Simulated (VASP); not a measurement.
# LiH (P2/m) in VASP: notebook, part 2 of 2

VASP 6.6.1. The steps go on from the part before.

**3. Single point, PBE (atoms taken out)**

INCAR reads:

```
SYSTEM = LiH
PREC = Accurate
ENCUT = 520
EDIFF = 1E-7
ISMEAR = 0
SIGMA = 0.1
LREAL = .False.
LASPH = .True.
NELM = 60
ALGO = Normal
ISIF = 2
LWAVE = .False.
LCHARG = .True.
GGA = PE
LELF = .True.
LVHAR = .True.
NBANDS = 12
```

KPOINTS reads:

```
regular mesh
0
Gamma
  4 6 4
  0 0 0
```

POSCAR reads:

```
LiH
1.0
    4.9914183400      0.0000000000      0.0000000000
    0.0000000000      3.1196364600      0.0000000000
    0.0000000000      0.0000000000      5.4033688500
Li H
2 2
Direct
    0.0000000000      0.0000000000      0.0000000000
    0.0000000000      0.5000000000      0.5000000000
    0.7600000000      0.0000000000      0.6666666700
    0.2400000000      0.0000000000      0.3333333300
```

Potentials or basis: VASP PAW PBE potentials, release 64 (Li_sv, H).

Run with:

```console
$ cat potpaw_PBE.64/Li_sv/POTCAR potpaw_PBE.64/H/POTCAR > POTCAR
$ mpirun -np 1 vasp_std > vasp.out
```

OUTCAR:

```text
SYSTEM = LiH
   PREC = Accurate
   ENCUT = 520
   EDIFF = 1E-7
   ISMEAR = 0
   LREAL = .False.
   LASPH = .True.
   NELM = 60
   ISIF = 2
   GGA = PE

 ion  position               nearest neighbor table
   1  0.000  0.000  0.000-
   2  0.000  0.500  0.500-
   3  0.760  0.000  0.667-
   4  0.240  0.000  0.333-

  LATTYP: Found a simple orthorhombic cell.
 ALAT       =     3.1196364600
 B/A-ratio  =     1.6000000013
 C/A-ratio  =     1.7320508076

[... 555 lines left out ...]

  FORCE on cell =-STRESS in cart. coord.  units (eV):
  Direction    XX          YY          ZZ          XY          YZ          ZX
  --------------------------------------------------------------------------------------
  -------------------------------------------------------------------------------------
  Total       -3.0331945     -0.3640596     -2.0907877      0.0000000      0.0000000     -1.1098600
  in kB      -57.7588146     -6.9325102    -39.8132787      0.0000000      0.0000000    -21.1342195
  external PRESSURE =     -34.8348678 kB  Pullay stress =       0.0000000 kB

 VOLUME and BASIS-vectors are now :
 -----------------------------------------------------------------------------
  energy-cutoff  :      520.00
  volume of cell :       84.14
      direct lattice vectors                 reciprocal lattice vectors
     4.991418340  0.000000000  0.000000000     0.200343857  0.000000000  0.000000000
     0.000000000  3.119636460  0.000000000     0.000000000  0.320550171  0.000000000
     0.000000000  0.000000000  5.403368850     0.000000000  0.000000000  0.185069727

 POSITION                                       TOTAL-FORCE (eV/Angst)
 -----------------------------------------------------------------------------------
      0.00000      0.00000      0.00000         0.000000      0.000000      0.000000
      0.00000      1.55982      2.70168         0.000000      0.000000      0.000000
      3.79348      0.00000      3.60225         1.034048     -0.000000      0.638734
      1.19794      0.00000      1.80112        -1.034048      0.000000     -0.638734
 -----------------------------------------------------------------------------------
    total drift:                               -0.000000      0.000000      0.000000

  FREE ENERGIE OF THE ION-ELECTRON SYSTEM (eV)
  ---------------------------------------------------
  free  energy   TOTEN  =        -9.9311876963 eV

  energy  without entropy=       -9.9311876963  energy(sigma->0) =       -9.93118770
```

OSZICAR:

```text
N       E                     dE             d eps       ncg     rms          rms(c)
DAV:   1     0.163317606076E+02    0.16332E+02   -0.28168E+03   960   0.566E+02
DAV:   2    -0.674967131236E+01   -0.23081E+02   -0.22036E+02  1144   0.118E+02
DAV:   3    -0.110871875091E+02   -0.43375E+01   -0.43201E+01  1864   0.298E+01
DAV:   4    -0.111414122353E+02   -0.54225E-01   -0.54212E-01  1184   0.542E+00
DAV:   5    -0.111426723193E+02   -0.12601E-02   -0.12601E-02  1520   0.727E-01    0.480E+00
DAV:   6    -0.101476527623E+02    0.99502E+00   -0.10812E+00  1120   0.261E+00    0.214E+00
DAV:   7    -0.989605894814E+01    0.25159E+00   -0.11738E+00  1212   0.290E+00    0.817E-01
DAV:   8    -0.993212913541E+01   -0.36070E-01   -0.14053E-01  1120   0.120E+00    0.397E-01
DAV:   9    -0.992890061439E+01    0.32285E-02   -0.23418E-02  1304   0.446E-01    0.103E-01
DAV:  10    -0.993114521701E+01   -0.22446E-02   -0.78440E-03  1172   0.278E-01    0.112E-01
DAV:  11    -0.993116026143E+01   -0.15044E-04   -0.25526E-03  1168   0.142E-01    0.866E-03
DAV:  12    -0.993118201369E+01   -0.21752E-04   -0.52214E-05  1308   0.389E-02    0.466E-03
DAV:  13    -0.993118727098E+01   -0.52573E-05   -0.86624E-06  1128   0.132E-02    0.306E-03
DAV:  14    -0.993118754507E+01   -0.27409E-06   -0.14731E-06  1452   0.410E-03    0.587E-04
DAV:  15    -0.993118770688E+01   -0.16182E-06   -0.10031E-07  1172   0.148E-03    0.194E-04
DAV:  16    -0.993118769628E+01    0.10607E-07   -0.51108E-09   848   0.372E-04
   1 F= -.99311877E+01 E0= -.99311877E+01  d E =-.338656E-14
```

stdout:

```text
POSCAR found type information on POSCAR LiH
 POSCAR found :  2 types and       4 ions
 scaLAPACK will be used
 LDA part: xc-table for (Slater+PW92), standard interpolation
 POSCAR, INCAR and KPOINTS ok, starting setup
 FFT: planning ... GRIDC
 FFT: planning ... GRID_SOFT
 FFT: planning ... GRID
 WAVECAR not read
 entering main loop
```

Wall time 17 s (1 thread of Intel Xeon 6975P-C (Granite Rapids), shared host); peak memory 0.18 GiB.

What came out:

```
Free energy            : -9.9312 eV
Largest force          : 1.215 eV/Å
Band gap on the k mesh : 1.04 eV (least direct gap 1.58 eV)
```

Forces on the atoms (eV/Å):
```
Li   0.000  0.000  0.000
Li   0.000  0.000  0.000
H    1.034  0.000  0.639
H   -1.034  0.000 -0.639
```

Levels at points of the mesh, in eV from the valence-band top:
| k point | band 2 | band 3 | band 4 | band 5 | band 6 | band 7 |
| --- | --- | --- | --- | --- | --- | --- |
| (0.00, 0.00, 0.00) | -45.79 | -3.36 | -1.60 | 2.82 | 2.94 | 5.26 |
| (0.50, 0.00, 0.00) | -45.79 | -2.73 | -2.24 | 1.84 | 3.19 | 4.75 |
| (0.00, 0.50, 0.00) | -45.79 | -1.81 | 0.00 | 1.58 | 5.59 | 6.29 |
| (0.50, 0.50, 0.00) | -45.79 | -1.38 | -0.49 | 2.01 | 4.61 | 5.27 |
| (0.00, 0.00, 0.50) | -45.79 | -2.97 | -2.15 | 1.92 | 3.72 | 5.78 |
| (0.50, 0.00, 0.50) | -45.79 | -2.52 | -2.17 | 1.04 | 1.78 | 7.41 |
| (0.00, 0.50, 0.50) | -45.79 | -1.75 | -0.08 | 1.77 | 4.31 | 5.80 |
| (0.50, 0.50, 0.50) | -45.79 | -1.43 | -0.29 | 2.07 | 4.45 | 5.20 |

Caveat: the cell differs from its parent crystal (atoms taken out); the cutoff is under 1.25 times the usual one of these potentials, so pressure, stress and relaxed cells hold a basis-set (Pulay) error; forces of over 1 eV/Å act on the atoms, so gaps and moduli don't describe the material at rest. A k mesh can miss the band edges.

**4. Single point, PBE (atoms taken out)**

INCAR reads:

```
PREC = Accurate
ENCUT = 520
EDIFF = 1E-7
ISMEAR = 0
SIGMA = 0.02
LREAL = False
LASPH = True
NELM = 60
ALGO = Normal
ISIF = 2
LWAVE = False
LCHARG = False
GGA = PE
NBANDS = 12
```

KPOINTS reads:

```
Automatic mesh
0
Gamma
  6 10 6
```

POSCAR reads:

```
LiH
1.0
    2.5621401484      0.0000000000     -1.0040944518
    0.0000000000      2.8081658323      0.0000000000
   -1.7794151088      0.0000000000      6.0809401398
Li H
2 2
Direct
    0.0000000000      0.0000000000      0.0000000000
    0.0000000000      0.5000000000      0.5000000000
    0.8832693904      0.0000000000      0.2621426828
    0.1167306096      0.0000000000      0.7378573172
```

Run with:

```console
$ cat potpaw_PBE.64/Li_sv/POTCAR potpaw_PBE.64/H/POTCAR > POTCAR
$ mpirun -np 1 vasp_std > vasp.out
```

Wall time 24 s (1 thread of Intel Xeon 6975P-C (Granite Rapids), shared host); peak memory 0.17 GiB.

Results (log left out):

```yaml
Free_energy: -11.5029 eV
Band_gap_on_the_k_mesh: 0.28 eV (least direct gap 1.70 eV)
```

Levels at points of the mesh, in eV from the valence-band top:
```
           k point  band 1  band 2  band 3  band 4  band 5  band 6  band 7  band 8
(0.00, 0.00, 0.00)  -45.93  -45.84   -6.04   -3.74    3.07    9.53   10.54   10.74
(0.50, 0.00, 0.00)  -45.91  -45.82   -3.89   -1.78    1.37    3.20    6.72   11.13
(0.00, 0.50, 0.00)  -45.91  -45.83   -4.08   -1.42    0.28    4.56    6.02    7.63
(0.50, 0.50, 0.00)  -45.89  -45.81   -1.64   -0.89    4.24    4.95    5.97    6.68
(0.00, 0.00, 0.50)  -45.93  -45.84   -5.27   -5.02    6.47    7.15   10.23   11.69
(0.50, 0.00, 0.50)  -45.91  -45.82   -3.64   -2.32    1.71    3.70    6.80    8.05
(0.00, 0.50, 0.50)  -45.91  -45.83   -3.75   -2.17    0.46    3.42    8.39   10.45
(0.50, 0.50, 0.50)  -45.89  -45.81   -2.17    0.00    3.71    5.44    6.13    6.28
```

Caveat: the cell differs from its parent crystal (atoms taken out); the cutoff is under 1.25 times the usual one of these potentials, so pressure, stress and relaxed cells hold a basis-set (Pulay) error.

**5. Relaxation of cell and atoms, PBE (atoms taken out)**

INCAR reads:

```
PREC = Accurate
ENCUT = 600
EDIFF = 1E-7
ISMEAR = 0
SIGMA = 0.1
LREAL = F
LASPH = T
NELM = 60
ALGO = Normal
ISIF = 3
LWAVE = F
LCHARG = F
GGA = PE
IBRION = 2
NSW = 90
EDIFFG = -0.04
```

KPOINTS reads:

```
regular mesh
0
Gamma
  4 6 4
```

POSCAR reads:

```
LiH
1.0
    4.9914183400      0.0000000000      0.0000000000
    0.0000000000      3.1196364600      0.0000000000
    0.0000000000      0.0000000000      5.4033688500
Li H
2 2
Direct
    0.0000000000      0.0000000000      0.0000000000
    0.0000000000      0.5000000000      0.5000000000
    0.7600000000      0.0000000000      0.6666666700
    0.2400000000      0.0000000000      0.3333333300
```

Run with:

```console
$ cat potpaw_PBE.64/Li_sv/POTCAR potpaw_PBE.64/H/POTCAR > POTCAR
$ mpirun -np 1 vasp_std > vasp.out
```

Wall time 7.1 min (1 thread of Intel Xeon 6975P-C (Granite Rapids), shared host); peak memory 0.22 GiB.

It converged, with:

```
Free energy                           : -11.5064 eV
Relaxed volume                        : 9.66 Å³/atom
Relaxed cell                          : a = 2.749 Å, b = 2.814 Å, c = 5.223 Å, α = 90.00°, β = 73.06°, γ = 90.00°
Space group after relaxing (to 0.1 Å) : P2/m (No. 10)
Energy gained by relaxing             : 393.8 meV/atom
Ionic steps                           : 41
Pressure after relaxing               : -0.1 GPa
Largest force after relaxing          : 0.019 eV/Å
Band gap on the k mesh                : 0.29 eV (least direct gap 1.66 eV)
```

Forces on the atoms (eV/Å):
```
Li   0.000  0.000  0.000
Li   0.000  0.000  0.000
H   -0.018  0.000  0.006
H    0.018  0.000 -0.006
```

Stress tensor (GPa, compression positive):
```
 0.02  0.00  0.37
 0.00 -0.19  0.00
 0.37  0.00 -0.02
```

Step by step:
```tsv
step	energy change (eV)	largest force (eV/Å)	pressure (GPa)	volume (Å³)
1	0.0000	1.2162	-3.48	84.14
3	-0.7619	0.2995	-0.12	64.33
5	-1.0170	0.3857	0.06	58.53
7	-1.0932	0.2256	0.06	55.48
9	-1.1026	0.0923	0.04	54.75
11	-1.1175	0.1292	0.14	54.97
13	-1.1449	0.1844	-0.72	55.62
15	-1.1549	0.3206	-1.47	56.08
17	-1.1796	0.3425	-1.80	55.36
19	-1.2363	0.3023	-2.79	51.26
21	-1.2864	0.1198	-2.61	48.74
23	-1.2944	0.1110	-2.37	47.86
25	-1.2984	0.1210	-2.11	47.11
27	-1.4269	0.1619	-1.35	44.61
29	-1.4779	0.2943	-0.19	42.09
31	-1.5186	0.0649	-0.51	41.73
33	-1.5397	0.1121	-0.05	40.36
35	-1.5434	0.1547	0.29	39.61
37	-1.5626	0.1416	0.32	38.91
39	-1.5702	0.0730	-0.08	38.94
41	-1.5754	0.0194	-0.07	38.66
```

Final structure:
```cif
data_structure
_symmetry_space_group_name_H-M 'P 1'
_symmetry_Int_Tables_number 1
_cell_length_a 2.7490
_cell_length_b 2.8144
_cell_length_c 5.2230
_cell_angle_alpha 90.000
_cell_angle_beta 73.059
_cell_angle_gamma 90.000
_cell_volume 38.66
loop_
_atom_site_label
_atom_site_type_symbol
_atom_site_fract_x
_atom_site_fract_y
_atom_site_fract_z
_atom_site_occupancy
Li1 Li 0.00000 0.00000 0.00000 1
Li2 Li 0.00000 0.50000 0.50000 1
H1 H 0.64170 0.00000 0.73617 1
H2 H 0.35830 0.00000 0.26383 1
```

Levels at points of the mesh, in eV from the valence-band top:
```
           k point  band 1  band 2  band 3  band 4  band 5  band 6  band 7  band 8
(0.00, 0.00, 0.00)  -45.90  -45.78   -6.01   -3.67    3.12    9.62   10.60   10.69
(0.50, 0.00, 0.00)  -45.88  -45.77   -3.86   -1.70    1.53    3.23    6.57   11.04
(0.00, 0.50, 0.00)  -45.88  -45.77   -4.06   -1.37    0.29    4.61    6.09    7.67
(0.50, 0.50, 0.00)  -45.86  -45.75   -1.62   -0.81    4.22    4.97    6.10    6.84
(0.00, 0.00, 0.50)  -45.90  -45.79   -5.24   -4.96    6.51    7.28   10.26   11.71
(0.50, 0.00, 0.50)  -45.88  -45.77   -3.56   -2.31    1.80    3.64    7.04    8.22
(0.00, 0.50, 0.50)  -45.88  -45.77   -3.73   -2.12    0.49    3.44    8.52   10.55
(0.50, 0.50, 0.50)  -45.86  -45.75   -2.09    0.00    3.77    5.35    6.16    6.18
```

Caveat: the cell differs from its parent crystal (atoms taken out); the cutoff is under 1.25 times the usual one of these potentials, so pressure, stress and relaxed cells hold a basis-set (Pulay) error; the volume moved by over 15 % at a fixed basis, so the end points are rough. A k mesh can miss the band edges.

**6. Relaxation of cell and atoms, PBE (atoms taken out)**

INCAR reads:

```
SYSTEM = LiH
ALGO     = Normal         ! electronic algorithm
EDIFF    = 1E-6           ! SCF threshold, eV
EDIFFG   = -0.01          ! ionic threshold
ENCUT    = 600            ! plane-wave cutoff, eV
GGA      = PE             ! functional
IBRION   = 2              ! ionic algorithm
ISIF     = 3              ! what is computed and relaxed
ISMEAR   = 0              ! smearing method
LASPH    = .True.         ! aspherical terms in the spheres
LCHARG   = .False.        ! write CHGCAR
LREAL    = .False.        ! projectors in reciprocal space
LWAVE    = .False.        ! write WAVECAR
NELM     = 60             ! most SCF steps
NSW      = 100            ! ionic steps
PREC     = Accurate       ! precision mode
SIGMA    = 0.02           ! smearing width, eV
```

KPOINTS reads:

```
k-points
0
Gamma
  6 10 6
  0 0 0
```

POSCAR reads:

```
LiH
1.0
    4.3668116173      0.0000000000      0.0000000000
    0.0000000000      2.9448387963      0.0000000000
   -0.7776519356      0.0000000000      5.7543563884
Li H
2 2
Direct
    0.0000000000      0.0000000000      0.0000000000
    0.0000000000      0.5000000000      0.5000000000
    0.9961855786      0.0000000000      0.2866808498
    0.0038144214      0.0000000000      0.7133191502
```

Potentials or basis: VASP PAW PBE potentials, release 64 (Li_sv, H).

Run with:

```console
$ cat potpaw_PBE.64/Li_sv/POTCAR potpaw_PBE.64/H/POTCAR > POTCAR
$ mpirun -np 1 vasp_std > vasp.out
```

Wall time 9.6 min (1 thread of Intel Xeon 6975P-C (Granite Rapids), shared host); peak memory 0.23 GiB.

It converged, with:

```
Free energy                           : -11.5113 eV
Relaxed volume                        : 9.63 Å³/atom
Relaxed cell                          : a = 2.748 Å, b = 2.801 Å, c = 6.313 Å, α = 90.00°, β = 127.55°, γ = 90.00°
Space group after relaxing (to 0.1 Å) : P2/m (No. 10)
Energy gained by relaxing             : 122.0 meV/atom
Ionic steps                           : 43
Pressure after relaxing               : 0.0 GPa
Largest force after relaxing          : 0.008 eV/Å
Band gap on the k mesh                : 0.27 eV (least direct gap 1.70 eV)
```

Forces in eV/Å, atoms in the order of the input:
```
Li   0.000  0.000  0.000
Li   0.000  0.000  0.000
H   -0.008  0.000  0.001
H    0.008  0.000 -0.001
```

The path:
| step | energy change (eV) | largest force (eV/Å) | pressure (GPa) | volume (Å³) |
| --- | --- | --- | --- | --- |
| 1 | 0.0000 | 0.0272 | -0.04 | 74.00 |
| 3 | -0.0009 | 0.0323 | -0.12 | 73.81 |
| 5 | -0.0026 | 0.0253 | -0.05 | 73.07 |
| 7 | -0.0085 | 0.0223 | 0.25 | 69.70 |
| 9 | -0.0112 | 0.0315 | 0.56 | 66.39 |
| 11 | -0.0121 | 0.0316 | 0.56 | 66.12 |
| 13 | -0.0161 | 0.0303 | 0.58 | 64.91 |
| 15 | -0.0257 | 0.0255 | 0.57 | 59.85 |
| 17 | -0.0390 | 0.0223 | 0.21 | 57.58 |
| 19 | -0.0399 | 0.0318 | 0.14 | 57.10 |
| 21 | -0.0747 | 0.1031 | 0.00 | 56.81 |
| 23 | -0.0817 | 0.1986 | -0.05 | 56.55 |
| 25 | -0.1291 | 0.0636 | -1.31 | 55.89 |
| 27 | -0.1474 | 0.2328 | -2.23 | 55.11 |
| 29 | -0.1980 | 0.2955 | -2.53 | 52.31 |
| 31 | -0.3005 | 0.3703 | -2.23 | 45.47 |
| 33 | -0.4498 | 0.1272 | 0.97 | 37.26 |
| 35 | -0.4721 | 0.0360 | 1.74 | 36.15 |
| 37 | -0.4856 | 0.0540 | -0.04 | 38.20 |
| 39 | -0.4865 | 0.0308 | 0.00 | 38.24 |
| 41 | -0.4873 | 0.0223 | 0.01 | 38.37 |
| 43 | -0.4878 | 0.0084 | 0.01 | 38.52 |

Final structure:
```cif
data_structure
_symmetry_space_group_name_H-M 'P 1'
_symmetry_Int_Tables_number 1
_cell_length_a 2.7479
_cell_length_b 2.8011
_cell_length_c 6.3129
_cell_angle_alpha 90.000
_cell_angle_beta 127.554
_cell_angle_gamma 90.000
_cell_volume 38.52
loop_
_atom_site_label
_atom_site_type_symbol
_atom_site_fract_x
_atom_site_fract_y
_atom_site_fract_z
_atom_site_occupancy
Li1 Li 0.00000 0.00000 0.00000 1
Li2 Li 0.00000 0.50000 0.50000 1
H1 H 0.88559 0.00000 0.26232 1
H2 H 0.11441 0.00000 0.73768 1
```

Levels at points of the mesh, in eV from the valence-band top:
```tsv
k point	band 1	band 2	band 3	band 4	band 5	band 6	band 7	band 8
(0.00, 0.00, 0.00)	-45.92	-45.82	-6.07	-3.75	3.07	9.58	10.55	10.79
(0.50, 0.00, 0.00)	-45.90	-45.81	-3.91	-1.79	1.34	3.19	6.78	11.19
(0.00, 0.50, 0.00)	-45.91	-45.81	-4.09	-1.42	0.27	4.57	6.04	7.66
(0.50, 0.50, 0.00)	-45.89	-45.79	-1.64	-0.89	4.26	4.96	5.96	6.68
(0.00, 0.00, 0.50)	-45.92	-45.83	-5.29	-5.04	6.48	7.17	10.27	11.74
(0.50, 0.00, 0.50)	-45.90	-45.81	-3.66	-2.34	1.72	3.72	6.76	8.04
(0.00, 0.50, 0.50)	-45.91	-45.81	-3.76	-2.17	0.46	3.43	8.42	11.99
(0.50, 0.50, 0.50)	-45.89	-45.79	-2.17	0.00	3.70	5.47	6.14	6.33
```

Caveat: the cell differs from its parent crystal (atoms taken out); the cutoff is under 1.25 times the usual one of these potentials, so pressure, stress and relaxed cells hold a basis-set (Pulay) error; the volume moved by over 15 % at a fixed basis, so the end points are rough. A k mesh can miss the band edges.

**7. Summary**

```csv
task,cell,k mesh,cutoff (eV),smearing,gap on the mesh (eV),pressure (GPa),relaxed volume (Å³/atom),largest force (eV/Å)
single point,"a = 4.367, b = 2.945, c = 5.807 Å, angles 90.0, 82.3, 90.0°, 4 atoms, atomic positions A",4 × 6 × 4,520,gaussian 0.1 eV,1.20,-,-,0.03
single point,"a = 4.991, b = 3.120, c = 5.403 Å, 4 atoms, atomic positions B",4 × 6 × 4,520,gaussian 0.1 eV,1.04,-,-,1.22
single point,"a = 2.752, b = 2.808, c = 6.336 Å, angles 90.0, 127.7, 90.0°, 4 atoms, atomic positions C",6 × 10 × 6,520,gaussian 0.02 eV,0.28,-,-,-
relaxation of cell and atoms,"relaxed from a = 4.991, b = 3.120, c = 5.403 Å, 4 atoms, atomic positions B",4 × 6 × 4,600,gaussian 0.1 eV,0.29,-0.1,9.66,0.02
relaxation of cell and atoms,"relaxed from a = 4.367, b = 2.945, c = 5.807 Å, angles 90.0, 97.7, 90.0°, 4 atoms, atomic positions D",6 × 10 × 6,600,gaussian 0.02 eV,0.27,0.0,9.63,0.01
```

Alike in all rows: level PBE; potentials or basis VASP PAW PBE potentials, release 64 (Li_sv, H); no spin polarisation.

Caveats: the cutoff is under 1.25 times the usual one of these potentials, so pressure, stress and relaxed cells hold a basis-set (Pulay) error; the volume moved by over 15 % at a fixed basis, so the end points are rough (at least some runs); forces of over 1 eV/Å act on the atoms, so gaps and moduli don't describe the material at rest (at least some runs).

Absolute energies hang on the potentials; compare differences alone.
